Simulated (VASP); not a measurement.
# PbSe in VASP: a series of runs, part 2 of 2

VASP 6.6.1. Earlier steps stand in the parts before.

### Step 4. Electric field gradients, PBE (equal xy, yz and zx shear strains of +2 %)

The input, INCAR:

```
PREC = Accurate
ENCUT = 520
EDIFF = 1E-8
ISMEAR = -1
SIGMA = 0.01
LREAL = F
LASPH = T
NELM = 80
ALGO = Normal
ISIF = 2
LWAVE = F
LCHARG = F
GGA = PE
LEFG = T
NBANDS = 17
```

The input, KPOINTS:

```
Automatic mesh
0
Gamma
  9 9 9
```

The input, POSCAR:

```
PbSe
1.0
    0.0612430000      3.0927715000      3.0927715000
    3.0927715000      0.0612430000      3.0927715000
    3.0927715000      3.0927715000      0.0612430000
Pb Se
1 1
Direct
    0.0000000000      0.0000000000      0.0000000000
    0.5000000000      0.5000000000      0.5000000000
```

Potentials or basis: VASP PAW PBE potentials, release 64 (Pb_d, Se).

The run is started by

```bash
cat potpaw_PBE.64/Pb_d/POTCAR potpaw_PBE.64/Se/POTCAR > POTCAR
mpirun -np 1 vasp_std > vasp.out
```

OUTCAR:

```text
PREC = Accurate
   ENCUT = 520
   EDIFF = 1E-8
   ISMEAR = -1
   LREAL = F
   LASPH = T
   NELM = 80
   ISIF = 2
   GGA = PE

 ion  position               nearest neighbor table
   1  0.000  0.000  0.000-   2 3.06   2 3.06   2 3.06   2 3.06   2 3.06   2 3.06
   2  0.500  0.500  0.500-   1 3.06   1 3.06   1 3.06   1 3.06   1 3.06   1 3.06

  LATTYP: Found a trigonal (rhomboedric) cell.
 ALAT       =     4.3742681454
 COS(alpha) =     0.5197000882

  Lattice vectors:

 A1 = (   0.0612430000,   3.0927715000,   3.0927715000)
 A2 = (   3.0927715000,   0.0612430000,   3.0927715000)
 A3 = (   3.0927715000,   3.0927715000,   0.0612430000)

Analysis of symmetry for initial positions (statically):
=====================================================================
 Subroutine PRICEL returns:
 Original cell was already a primitive cell.

 Routine SETGRP: Setting up the symmetry group for a
 trigonal (rhombohedral) supercell.

 Subroutine GETGRP returns: Found 12 space group operations
 (whereof 12 operations were pure point group operations)
 out of a pool of 12 trial point group operations.

The static configuration has the point symmetry D_3d.

Analysis of symmetry for dynamics (positions and initial velocities):
=====================================================================
 Subroutine PRICEL returns:
 Original cell was already a primitive cell.

 Routine SETGRP: Setting up the symmetry group for a
 trigonal (rhombohedral) supercell.

 Subroutine GETGRP returns: Found 12 space group operations
 (whereof 12 operations were pure point group operations)
 out of a pool of 12 trial point group operations.

The dynamic configuration has the point symmetry D_3d.

 Subroutine INISYM returns: Found 12 space group operations
 (whereof 12 operations are pure point group operations),
 and found     1 'primitive' translations

----------------------------------------------------------------------------------------

                                     Primitive cell

  volume of cell :      57.4090

  direct lattice vectors                    reciprocal lattice vectors
     0.061243000  3.092771500  3.092771500    -0.166550293  0.163316307  0.163316307
     3.092771500  0.061243000  3.092771500     0.163316307 -0.166550293  0.163316307
     3.092771500  3.092771500  0.061243000     0.163316307  0.163316307 -0.166550293

  length of vectors
     4.374268145  4.374268145  4.374268145     0.284751528  0.284751528  0.284751528

  position of ions in fractional coordinates (direct lattice)
     0.000000000  0.000000000  0.000000000
     0.500000000  0.500000000  0.500000000

  ion indices of the primitive-cell ions
   primitive index   ion index
                 1           1
                 2           2

----------------------------------------------------------------------------------------

 KPOINTS: Automatic mesh

Automatic generation of k-mesh.
 Grid dimensions read from file:
 generate k-points for:    9    9    9

[... 65 lines left out ...]
   EDIFFG = 0.1E-06   stopping-criterion for IOM
   NSW    =      0    number of steps for IOM
   IBRION =     -1    ionic relax: 0-MD 1-quasi-New 2-CG
   NFREE  =      0    steps in history (QN), initial steepest desc. (CG)
   ISIF   =      2    stress and relaxation
   ISYM   =      2    0-nonsym 1-usesym 2-fastsym
   POTIM  = 0.5000    time-step for ionic-motion
   TEBEG  =    0.0;   TEEND  =   0.0 temperature during run
   PSTRESS=    0.0 pullay stress
   NELECT =      20.0000    total number of electrons
   NUPDOWN=      -1.0000    fix difference up-down
   EMIN   =  10.00;   EMAX   =-10.00  energy-range for DOS
   EFERMI =   0.00;   METHOD = LEGACY
   ISMEAR =    -1;   SIGMA  =   0.01  broadening in eV -4-tet -1-fermi 0-gaus
   EFERMI_NEDOS =   21; number of points for ismear=-14 and -15
   IALGO  =     38    algorithm
   IMIX   =      4    mixing-type and parameters
     AMIX     =   0.40;   BMIX     =  1.00
     AMIX_MAG =   1.60;   BMIX_MAG =  1.00
  volume/ion in A,a.u.               =      28.70       193.71
  Fermi-wavevector in a.u.,A,eV,Ry     =   1.151927  2.176826 18.054049  1.326935
  Thomas-Fermi vector in A             =   2.288581
   LORBIT       =      0    0 simple, 1 ext, 2 COOP (PROOUT), +10 PAW based schemes
   GGA     = PE    functional components
   LHFCALC =     F    Hartree Fock is set to
   AEXX    =    0.0000 exact exchange contribution
   IVDW    =     0    specifies the selected vdW correction
   LEPSILON=     F    determine dielectric tensor
   LRPA    =     F    only Hartree local field effects (RPA)
 non-spin polarized calculation
  energy-cutoff  :      520.00
  volume of cell :       57.41
 maximum number of plane-waves:      1563
 NGX is ok and might be reduce to    36
   NGX = 17   NGY = 17   NGZ = 17

 number of electron      19.9999999 magnetization

 Free energy of the ion-electron system (eV)
  ---------------------------------------------------
  ext. energy  EPLUGINS =         0.00000000
  ---------------------------------------------------
  free energy    TOTEN  =        -8.17559351 eV

  energy without entropy =       -8.17559351  energy(sigma->0) =       -8.17559351

 E-fermi :   5.2635     XC(G=0):  -9.5255

 val. band max:        4.9883518114   @ k =   0.4444   0.4444   0.4444
 cond. band min:       5.5087333056   @ k =   0.4444  -0.0000   0.0000
 fundamental gap:      0.5203814942
 Fermi energy:         5.2634826550

 k-point     1 :       0.0000    0.0000    0.0000
  band No.  band energies     occupation
      1     -11.7875      2.00000
      2     -11.7875      2.00000
      3     -11.7812      2.00000
      4     -11.7753      2.00000
      5     -11.7753      2.00000
      6      -8.5279      2.00000
[... 457 lines left out ...]
      4     -11.7418      2.00000
      5     -11.7376      2.00000
      6      -7.1537      2.00000
[... 9 lines left out ...]
     16      16.5130      0.00000
     17      17.4294      0.00000

 [... further k-points ...]
[... 5 lines left out ...]
  --------------------------------------------------------------------------------------
  -------------------------------------------------------------------------------------
  Total        0.8302322      0.8302322      0.8302322     -0.1260579     -0.1260579     -0.1260579
  in kB       23.1702228     23.1702228     23.1702228     -3.5180393     -3.5180393     -3.5180393
  external PRESSURE =      23.1702228 kB  Pullay stress =       0.0000000 kB

 VOLUME and BASIS-vectors are now :
 -----------------------------------------------------------------------------
  energy-cutoff  :      520.00
  volume of cell :       57.41
      direct lattice vectors                 reciprocal lattice vectors
     0.061243000  3.092771500  3.092771500    -0.166550293  0.163316307  0.163316307
     3.092771500  0.061243000  3.092771500     0.163316307 -0.166550293  0.163316307
     3.092771500  3.092771500  0.061243000     0.163316307  0.163316307 -0.166550293

 POSITION                                       TOTAL-FORCE (eV/Angst)
 -----------------------------------------------------------------------------------
      0.00000      0.00000      0.00000        -0.000000     -0.000000     -0.000000
      3.12339      3.12339      3.12339         0.000000      0.000000      0.000000
 -----------------------------------------------------------------------------------
    total drift:                               -0.000000      0.000000      0.000000

  FREE ENERGIE OF THE ION-ELECTRON SYSTEM (eV)
  ---------------------------------------------------
  free  energy   TOTEN  =        -8.1755935106 eV

  energy  without entropy=       -8.1755935106  energy(sigma->0) =       -8.17559351

 Electric field gradients (V/A^2)
---------------------------------------------------------------------
 ion       V_xx      V_yy      V_zz      V_xy      V_xz      V_yz
---------------------------------------------------------------------
   1       0.000     0.000    -0.000    -1.876    -1.876    -1.876
   2       0.000     0.000     0.000     6.888     6.888     6.888
---------------------------------------------------------------------

 Electric field gradients after diagonalization (V/A^2)
 (convention: |V_zz| > |V_xx| > |V_yy|)
----------------------------------------------------------------------
 ion       V_xx      V_yy      V_zz     asymmetry (V_yy - V_xx)/ V_zz
----------------------------------------------------------------------
   1       1.876     1.876    -3.753       0.000
   2      -6.888    -6.888    13.775       0.000
----------------------------------------------------------------------

           NMR quadrupolar parameters

 Cq : quadrupolar parameter    Cq=e*Q*V_zz/h
 eta: asymmetry parameters     (V_yy - V_xx)/ V_zz
 Q  : nuclear electric quadrupole moment in mb (millibarn)
----------------------------------------------------------------------
 ion       Cq(MHz)       eta       Q (mb)
----------------------------------------------------------------------
   1      -0.009       0.000       1.000
   2       0.033       0.000       1.000
----------------------------------------------------------------------
```

It took 78 s on 1 thread of Intel Xeon Platinum 8488C (Sapphire Rapids), shared host; peak memory 0.25 GiB.

Results:

| Quantity | Value |
| --- | --- |
| Free energy | -8.1756 eV |
| Pressure | 2.3 GPa |
| Band gap on the k mesh | 0.52 eV, indirect (least direct gap 0.67 eV) |

Electric field gradients, principal values (V/Å²):
```csv
atom,least,middle,greatest (by size)
1 Pb,1.876,1.876,-3.753
2 Se,-6.888,-6.888,13.775
```

Caveat: the cell differs from its parent crystal (equal xy, yz and zx shear strains of +2 %); without QUAD_EFG the Cq values of the log hold for a quadrupole moment of 1 mb, not for the nuclei; spin-orbit coupling is left out, which moves the levels of the heavy elements.

### Step 5. Electric field gradients, PBE

The input, INCAR:

```
SYSTEM = PbSe
ALGO     = Normal         ! electronic algorithm
EDIFF    = 1E-8           ! SCF threshold, eV
ENCUT    = 520            ! plane-wave cutoff, eV
GGA      = PE             ! functional
ISIF     = 2              ! what is computed and relaxed
ISMEAR   = -1             ! smearing method
LASPH    = .True.         ! aspherical terms in the spheres
LCHARG   = .False.        ! write CHGCAR
LEFG     = .True.       
LREAL    = .False.        ! projectors in reciprocal space
LWAVE    = .False.        ! write WAVECAR
NBANDS   = 17             ! bands
NELM     = 100            ! most SCF steps
PREC     = Accurate       ! precision mode
SIGMA    = 0.01           ! smearing width, eV
```

The input, KPOINTS:

```
k-points
0
Gamma
  9 9 9
  0 0 0
```

The input, POSCAR:

```
PbSe
1.0
    0.0000000000      3.0621500000      3.0621500000
    3.0621500000      0.0000000000      3.0621500000
    3.0621500000      3.0621500000      0.0000000000
Pb Se
1 1
Direct
    0.0000000000      0.0000000000      0.0000000000
    0.5000000000      0.5000000000      0.5000000000
```

Potentials or basis: VASP PAW PBE potentials, release 64 (Pb_d, Se).

The run is started by

```bash
cat potpaw_PBE.64/Pb_d/POTCAR potpaw_PBE.64/Se/POTCAR > POTCAR
mpirun -np 1 vasp_std > vasp.out
```

OUTCAR:

```text
SYSTEM = PbSe
   EDIFF = 1E-8
   ENCUT = 520
   GGA = PE
   ISIF = 2
   ISMEAR = -1
   LASPH = .True.
   LREAL = .False.
   NELM = 100
   PREC = Accurate

 ion  position               nearest neighbor table
   1  0.000  0.000  0.000-   2 3.06   2 3.06   2 3.06   2 3.06   2 3.06   2 3.06
   2  0.500  0.500  0.500-   1 3.06   1 3.06   1 3.06   1 3.06   1 3.06   1 3.06

  LATTYP: Found a face centered cubic cell.
 ALAT       =     6.1243000000

  Lattice vectors:

 A1 = (   0.0000000000,   3.0621500000,   3.0621500000)
[... 692 lines left out ...]
  ---------------------------------------------------
  free  energy   TOTEN  =        -8.1795450703 eV

  energy  without entropy=       -8.1795450703  energy(sigma->0) =       -8.17954507

 Electric field gradients (V/A^2)
---------------------------------------------------------------------
 ion       V_xx      V_yy      V_zz      V_xy      V_xz      V_yz
---------------------------------------------------------------------
   1      -0.000    -0.000    -0.000     0.000     0.000     0.000
   2       0.000    -0.000    -0.000     0.000     0.000     0.000
---------------------------------------------------------------------

 Electric field gradients after diagonalization (V/A^2)
 (convention: |V_zz| > |V_xx| > |V_yy|)
----------------------------------------------------------------------
 ion       V_xx      V_yy      V_zz     asymmetry (V_yy - V_xx)/ V_zz
----------------------------------------------------------------------
   1      -0.000    -0.000     0.001       0.000
   2      -0.000    -0.000     0.000       0.000
----------------------------------------------------------------------

           NMR quadrupolar parameters

 Cq : quadrupolar parameter    Cq=e*Q*V_zz/h
 eta: asymmetry parameters     (V_yy - V_xx)/ V_zz
 Q  : nuclear electric quadrupole moment in mb (millibarn)
----------------------------------------------------------------------
 ion       Cq(MHz)       eta       Q (mb)
----------------------------------------------------------------------
   1       0.000       0.000       1.000
   2       0.000       0.000       1.000
----------------------------------------------------------------------
```

Run time: 13 s. Hardware: 1 thread of Intel Xeon 6975P-C, shared host; peak memory 0.19 GiB.

What came out:

| Property | Result |
| --- | --- |
| Free energy | -8.1795 eV |
| Pressure | 2.3 GPa |

Caveat: this odd mesh misses L, where the gap lies, so gap, dielectric constants and Born charges aren't listed; without QUAD_EFG the Cq values of the log hold for a quadrupole moment of 1 mb, not for the nuclei; spin-orbit coupling is left out, which moves the levels of the heavy elements.

### Step 6. The runs side by side

| cell | gap on the mesh (eV) | pressure (GPa) |
| --- | --- | --- |
| a = 4.267 Å, angles 62.0°, 2 atoms | 0.42 | 2.3 |
| a = 4.309 Å, angles 60.7°, 2 atoms | 0.60 | 2.3 |
| a = 4.374 Å, angles 58.7°, 2 atoms | 0.52 | 2.3 |
| a = 4.331 Å, angles 60.0°, 2 atoms | - | 2.3 |

Alike in all rows: task electric field gradients; level PBE; potentials or basis VASP PAW PBE potentials, release 64 (Pb_d, Se); no spin polarisation; k mesh 9 × 9 × 9; cutoff (eV) 520; smearing fermi-dirac 0.01 eV.

Caveats: spin-orbit coupling is left out, which moves the levels of the heavy elements.

Absolute energies hang on the potentials; compare differences alone.
